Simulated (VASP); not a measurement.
Runs of VASP 6.6.1 on Sn4F. The structure is that of space group Pm-3m (No. 221), or close to it. The cells are those of the table. 

```tsv
task	cell	k mesh	cutoff (eV)	gap on the mesh (eV)	pressure (GPa)	relaxed volume (Å³/atom)
single point	a = 5.060 Å, 5 atoms	8 × 8 × 8	520	none	(a)	-
single point	a = 5.291 Å, 5 atoms	4 × 4 × 4	520	none	-5.0	-
single point	a = 5.029 Å, 5 atoms	4 × 4 × 4	520	none	0.2	-
relaxation of cell and atoms	relaxed from a = 5.029 Å, 5 atoms	8 × 8 × 8	600	none	0.0	25.89
relaxation of cell and atoms	relaxed from a = 5.291 Å, 5 atoms	4 × 4 × 4	600	none	0.0	(b)
```

Alike in all rows: level PBE; potentials or basis VASP PAW PBE potentials, release 64 (Sn_d, F); no spin polarisation; smearing gaussian 0.1 eV.

Fill in the values left out.

(a) -0.1; (b) 25.58.

Caveats: spin-orbit coupling is left out, which moves the levels of the heavy elements; an odd number of electrons without spin polarisation forces a metal; a magnetic or distorted state may lie lower.

A k mesh can miss the band edges, and the runs leave out spin-orbit coupling on Sn.

A gap of «none» marks levels without a gap at the run's occupations.
